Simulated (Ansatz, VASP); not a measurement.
# NiO: VASP beside Ansatz

Contents of INCAR:

```
PREC = Accurate
ENCUT = 520
EDIFF = 1E-8
ISMEAR = -1
SIGMA = 0.03
LREAL = False
LASPH = True
NELM = 150
ALGO = Normal
ISIF = 2
LWAVE = False
LCHARG = False
ISPIN = 2
MAGMOM = 1.5 0
LORBIT = 11
LMAXMIX = 4
GGA = PE
LEFG = True
NBANDS = 19
```

The input KPOINTS:

```
Automatic mesh
0
Gamma
  14 14 14
```

File POSCAR:

```
NiO
1.0
    0.0000000000      2.2774489596      2.2774489596
    2.2774489596      0.0000000000      2.2774489596
    2.2774489596      2.2774489596      0.0000000000
Ni O
1 1
Direct
    0.0000000000      0.0000000000      0.0000000000
    0.2500000000      0.2500000000      0.2500000000
```

Input for Ansatz:

```yaml
crystal:
  lattice:
    - [0.0, 2.2774489596, 2.2774489596]
    - [2.2774489596, 0.0, 2.2774489596]
    - [2.2774489596, 2.2774489596, 0.0]
  atoms:
    - { symbol: Ni, position: [0.0, 0.0, 0.0], spin: 1.5 }
    - { symbol: O, position: [0.25, 0.25, 0.25] }
magnetization:
  spin_polarized: true
kpoints:
  mp_grid: { grid: [14, 14, 14] }
scf:
  occupations: { method: fermi_dirac, width: 0.03 }
hamiltonian:
  xc: pbe
  pseudopotentials: { kind: paw }
output:
  forces: true
  stress: true
  eigenvalues: true
  efg: { contact_densities: true }
```

Change from the starting cell: volume scaled by 1.05, PAW files.

Alike in both runs: task electric field gradients; functional PBE; k mesh 14 × 14 × 14; occupations fermi-dirac, width 0.03 eV; collinear spin.

```csv
,VASP,Ansatz
version,VASP 6.6.1,Ansatz 0.2.0
potentials or method,"VASP PAW PBE potentials, release 64 (Ni, O)","PAW with Ansatz's default frozen-core files, scalar-relativistic"
plane-wave cutoff (eV),520,420
valence electrons in the cell,16,24
```

Ansatz gave:

- pressure (GPa): -6.4
- net moment per atom (μB): 0.99
- size of the moment on the site where the two differ most (μB): 1.51

**Question.** Which values does VASP return?

**Answer.** Pressure (GPa): -6.2; net moment per atom (μB): 0.99; size of the moment on the site where the two differ most (μB): 1.54.

Site moments also hang on the region over which each program counts them. With one functional, cell and mesh, what is left measures potentials, basis and numerics. VASP's potentials hold 16 valence electrons a cell and Ansatz's 24, so a difference there can come from the potentials and not from the codes.
